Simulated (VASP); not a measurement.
Set up this calculation in VASP 6.6.1, as the native input.

| Quantity | Value |
| --- | --- |
| Task | relaxation of cell and atoms |
| Functional | PBEsol |
| Dispersion | D4 |
| Potentials or basis | VASP PAW PBE potentials, release 64 (Nb_sv, As) |
| Cutoff | 600 eV |
| k mesh | 11 × 11 × 11 |
| Occupations | fermi-dirac, width 0.05 eV |
| Spin | no spin polarisation |
| Dipole correction | no |
| Further INCAR settings | ALGO = Normal; EDIFF = 1e-06; IBRION = 2; EDIFFG = -0.01; NSW = 60; ISIF = 3 |

The structure of NbAs lies in POSCAR:

```
NbAs
1.0
   -1.7258500000      1.7258500000      5.8400000000
    1.7258500000     -1.7258500000      5.8400000000
    1.7258500000      1.7258500000     -5.8400000000
Nb As
2 2
Direct
    0.5000000000      0.0000000000      0.5000000000
    0.7500000000      0.7500000000      0.0000000000
    0.9160000000      0.4160000000      0.5000000000
    0.1660000000      0.1660000000      0.0000000000
```

The input as run:

INCAR

```
SYSTEM = NbAs
PREC = Accurate
ENCUT = 600
EDIFF = 1E-6
ISMEAR = -1
SIGMA = 0.05
LREAL = .False.
LASPH = .True.
NELM = 80
ALGO = Normal
ISIF = 3
LWAVE = .False.
LCHARG = .False.
GGA = PS
IVDW = 13
IBRION = 2
NSW = 60
EDIFFG = -0.01
```

KPOINTS

```
Automatic mesh
0
Gamma
  11 11 11
  0 0 0
```

Potentials or basis: VASP PAW PBE potentials, release 64 (Nb_sv, As).

Command:

```console
$ cat potpaw_PBE.64/Nb_sv/POTCAR potpaw_PBE.64/As/POTCAR > POTCAR
$ mpirun -np 1 vasp_std > vasp.out
```

It gave:

```yaml
Relaxed_volume: 16.94 Å³/atom
Relaxed_cell: a = 6.252 Å, b = 6.252 Å, c = 6.252 Å, α = 148.16°, β = 148.16°, γ = 45.64°
Space_group_after_relaxing_to_0.1_Å: I4_1md (No. 109)
Energy_gained_by_relaxing: 8.4 meV/atom
Ionic_steps: 10
Pressure_after_relaxing: 0.0 GPa
Largest_force_after_relaxing: 0.003 eV/Å
Band_gap_on_the_k_mesh: 0.06 eV (least direct gap 0.09 eV)
Dispersion_energy_per_atom: -0.260 eV
```

Caveat: the PAW data sets were made with another functional, which shifts forces and pressure a little; an odd mesh through Γ misses points on the zone boundary, where band edges can lie.

Run time: 30 min on 1 thread of Intel(R) Xeon(R) 6975P-C (Granite Rapids), on a shared host, peak memory 0.58 GiB.
